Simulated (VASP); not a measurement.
A run of VASP 6.6.1 is set up as follows.

File INCAR:

```
SYSTEM = AlGaN2
PREC     = Accurate       ! precision mode
ENCUT    = 520            ! plane-wave cutoff, eV
EDIFF    = 1E-6           ! SCF threshold, eV
ISMEAR   = 0              ! smearing method
SIGMA    = 0.05           ! smearing width, eV
LREAL    = .False.        ! projectors in reciprocal space
LASPH    = .True.         ! aspherical terms in the spheres
NELM     = 80             ! most SCF steps
ALGO     = Normal         ! electronic algorithm
ISIF     = 2              ! what is computed and relaxed
LWAVE    = .False.        ! write WAVECAR
LCHARG   = .False.        ! write CHGCAR
NBANDS   = 21             ! bands
```

File KPOINTS:

```
Automatic mesh
0
Gamma
  8 8 6
  0 0 0
```

POSCAR

```
AlGaN2
1.0
    2.8544133971      0.0000000000      0.0000000000
    0.0000000000      2.8544133971      0.0000000000
    0.0000000000      0.0000000000      5.2223441709
Al Ga N
1 1 2
Direct
    0.5000000000      0.5000000000      0.5000000000
    0.0000000000      0.0000000000      0.0000000000
    0.5000000000      0.0000000000      0.7400513254
    0.0000000000      0.5000000000      0.2599486746
```

Potentials or basis: VASP PAW LDA potentials, release 64 (Al, Ga_d, N).

The run is started by

```bash
$ cat potpaw_LDA.64/Al/POTCAR potpaw_LDA.64/Ga_d/POTCAR potpaw_LDA.64/N/POTCAR > POTCAR
$ mpirun -np 1 vasp_std > vasp.out
```

Problem. What does it give for the band gap on the k mesh?

Solution. 1.73 eV, indirect (least direct gap 1.83 eV).

Problem. What does it give for the pressure?

Solution. -2.7 GPa.

Problem. Estimate the largest force.

Solution. 0.231 eV/Å.

Forces on the atoms (eV/Å):
```
Al   0.000  0.000  0.000
Ga   0.000  0.000  0.000
N    0.000  0.000  0.231
N    0.000  0.000 -0.231
```

 A k mesh can miss the band edges.
